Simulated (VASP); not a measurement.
Here is a VASP 6.6.1 calculation.

Contents of POSCAR:

```
Si16Ge
1.0
    0.0000000000      5.4300000000      5.4300000000
    5.4300000000      0.0000000000      5.4300000000
    5.4300000000      5.4300000000      0.0000000000
Si Ge
16 1
Direct
    0.0117141824      0.0114448714     -0.0295662350
    0.1274213438      0.1271912676      0.1101225508
   -0.0196419411     -0.0198814637      0.4802586627
    0.1063002808      0.1059973619      0.6061745388
    0.0135780142      0.4975728857     -0.0022995911
    0.1522208612      0.6137095025      0.1138411844
    0.0116916284      0.4702791400      0.5115819616
    0.1274099048      0.6099781293      0.6273145786
    0.4977899742      0.0133844856     -0.0023019813
    0.6139886137      0.1519084085      0.1138917562
    0.4705465905      0.0114551246      0.5116149056
    0.6102245664      0.1271977445      0.6273325325
    0.5174489287      0.5171269869      0.0173163122
    0.6430700002      0.6428817144      0.1429911193
    0.4977905767      0.4975710849      0.5134969538
    0.6139555870      0.6137270508      0.6520940926
    0.8140666881      0.8137818049      0.3139489583
```

INCAR.step1

```
ALGO = Normal
EDIFF = 1E-4
ENCUT = 520
GGA = PE
ISMEAR = 0
LASPH = T
LCHARG = F
LREAL = Auto
LWAVE = T
NBANDS = 53
NELM = 100
PREC = Accurate
SIGMA = 0.05
```

INCAR.step2

```
ALGO = Normal
EDIFF = 1E-6
ENCUT = 520
ISIF = 2
ISMEAR = 0
ISTART = 1
LASPH = T
LCHARG = F
LMIXTAU = T
LREAL = Auto
LWAVE = F
METAGGA = R2SCAN
NBANDS = 53
NELM = 100
PREC = Accurate
SIGMA = 0.05
```

Contents of KPOINTS:

```
k-points
0
Gamma
  2 2 2
```

Potentials or basis: VASP PAW PBE potentials, release 64 (Si, Ge_d).

Command:

```sh
$ cat potpaw_PBE.64/Si/POTCAR potpaw_PBE.64/Ge_d/POTCAR > POTCAR
$ cp INCAR.step1 INCAR
$ mpirun -np 1 vasp_std > vasp.out
$ cp INCAR.step2 INCAR
$ mpirun -np 1 vasp_std > vasp.out
```

Q: Predict the largest force.

A: 0.017 eV/Å.

Q: Estimate the pressure.

A: 4.7 GPa.

Forces on the atoms (eV/Å):
```
Si   0.001  0.002  0.002
Si   0.005  0.004 -0.001
Si   0.003  0.004  0.003
Si   0.005  0.003  0.004
Si   0.004 -0.004 -0.004
Si  -0.011  0.006  0.005
Si   0.001  0.004  0.001
Si   0.005  0.000  0.004
Si  -0.004  0.004 -0.004
Si   0.007 -0.012  0.007
Si   0.001  0.002  0.001
Si  -0.001  0.004  0.005
Si  -0.008 -0.010 -0.008
Si  -0.010 -0.009 -0.010
Si  -0.003 -0.004  0.004
Si   0.006  0.006 -0.011
Ge   0.001  0.001  0.001
```

Caveat: the k points lie up to 0.50 Å⁻¹ apart; the PAW data sets were made with another functional, which shifts forces and pressure a little.
